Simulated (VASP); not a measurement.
Wanted: the native input for a VASP 6.6.1 run.

| Property | Result |
| --- | --- |
| Task | single point |
| Functional | r2SCAN |
| Potentials or basis | VASP PAW PBE potentials, release 64 (Cu, O) |
| Cutoff | 520 eV |
| k mesh | 9 × 9 × 5 |
| Occupations | fermi-dirac, width 0.05 eV |
| Spin | no spin polarisation |
| Dipole correction | no |
| Further INCAR settings | ALGO = Normal; EDIFF = 1e-06; NBANDS = 25 |

The system is CuO.

```
Cu O
1.0
     3.09369    0.00000    0.00000
    -1.54685    2.67921    0.00000
     0.00000    0.00000    5.34533
Cu O
2 2
Cartesian
  1.5468 0.8931 -0.0510
  0.0000 1.7861 2.6217
  1.5468 0.8931 3.3929
  0.0000 1.7861 0.7202
```

One way to write it, as run:

POSCAR

```
CuO
1.0
    3.0936902811     -0.0000000027      0.0000000000
   -1.5468451382      2.6792143762      0.0000000000
    0.0000000000      0.0000000000      5.3453261968
Cu O
2 2
Direct
    0.6666666667      0.3333333333     -0.0095349827
    0.3333333333      0.6666666667      0.4904650173
    0.6666666667      0.3333333333      0.6347349827
    0.3333333333      0.6666666667      0.1347349827
```

INCAR.step1

```
PREC = Accurate
ENCUT = 520
ISMEAR = -1
SIGMA = 0.05
LREAL = False
LASPH = True
NELM = 100
NBANDS = 25
GGA = PE
ALGO = Normal
EDIFF = 1E-4
LWAVE = True
LCHARG = False
```

INCAR.step2

```
PREC = Accurate
ENCUT = 520
EDIFF = 1E-6
ISMEAR = -1
SIGMA = 0.05
LREAL = False
LASPH = True
NELM = 100
ALGO = Normal
ISIF = 2
LWAVE = False
LCHARG = False
METAGGA = R2SCAN
LMIXTAU = True
NBANDS = 25
ISTART = 1
```

KPOINTS

```
regular mesh
0
Gamma
  9 9 5
```

Potentials or basis: VASP PAW PBE potentials, release 64 (Cu, O).

The run is started by

```console
$ cat potpaw_PBE.64/Cu/POTCAR potpaw_PBE.64/O/POTCAR > POTCAR
$ cp INCAR.step1 INCAR
$ mpirun -np 1 vasp_std > vasp.out
$ cp INCAR.step2 INCAR
$ mpirun -np 1 vasp_std > vasp.out
```

It gave:

The pressure is 0.8 GPa, the largest force is 0.011 eV/Å and the band gap on the k mesh is zero (band 17 reaches 5.07 eV, above the bottom of band 18 at 3.64 eV).

Caveat: the PAW data sets were made with another functional, which shifts forces and pressure a little; semilocal functionals often make such compounds metallic where correlation or magnetic order opens a gap, which also shifts bond lengths.

Run time: 46 s on 1 thread of Intel(R) Xeon(R) 6975P-C (Granite Rapids), with other jobs on the host, peak memory 0.18 GiB.
